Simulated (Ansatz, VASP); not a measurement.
Si16N: VASP beside Ansatz

```xyz
17
Lattice="0.0000 5.4300 5.4300 5.4300 0.0000 5.4300 5.4300 5.4300 0.0000" Properties=species:S:1:pos:R:3 pbc="T T T"
Si    0.1427    0.0720   -0.1559
Si    1.3452    1.4225    1.3376
Si    2.5812    2.9081    0.0146
Si    4.1639    4.1505    1.1392
Si    2.6763    0.0976    2.7445
Si    4.0931    1.4289    4.0558
Si    5.3353    2.9477    2.7546
Si    6.6495    4.3175    4.1382
Si   -0.1074    2.7187    2.6514
Si    1.3293    3.7953    4.1438
Si    3.0200    4.8509    2.9767
Si    3.7974    6.9852    3.9919
Si    2.7722    2.6696    5.5582
Si    4.0459    4.2074    6.7868
Si    5.3375    5.7045    5.5217
Si    6.8214    7.0005    7.0431
N     7.7951    6.4526    8.4160
```

Alike in both runs: functional PBEsol; k mesh 2 × 2 × 2; occupations fermi-dirac, width 0.02 eV; collinear spin.

Ansatz relaxed the structure, and its values are those at the end. VASP's run is a single point on that final structure, the one shown.

|  | VASP | Ansatz |
| --- | --- | --- |
| version | VASP 6.6.1 | Ansatz 0.2.0 |
| potentials or method | VASP PAW PBE potentials, release 64 (Si, N), cutoff 520 eV | scalar-relativistic, plane waves, PAW |
| valence electrons in the cell | 69 | 69 |

Ansatz gave:

```
rms of the force components (eV/Å) : 0.020
net moment per atom (μB)           : 0.00
```

Task: Which values does VASP return?

Result: rms of the force components (eV/Å): 0.023; net moment per atom (μB): 0.00.

VASP's potentials were made for PBE, not for PBEsol, and Ansatz warns of the same on its side. Ansatz's warnings: filled band counts differ across k points, seeded moment not kept.

The k mesh is coarse, so the values compare programs but aren't converged.
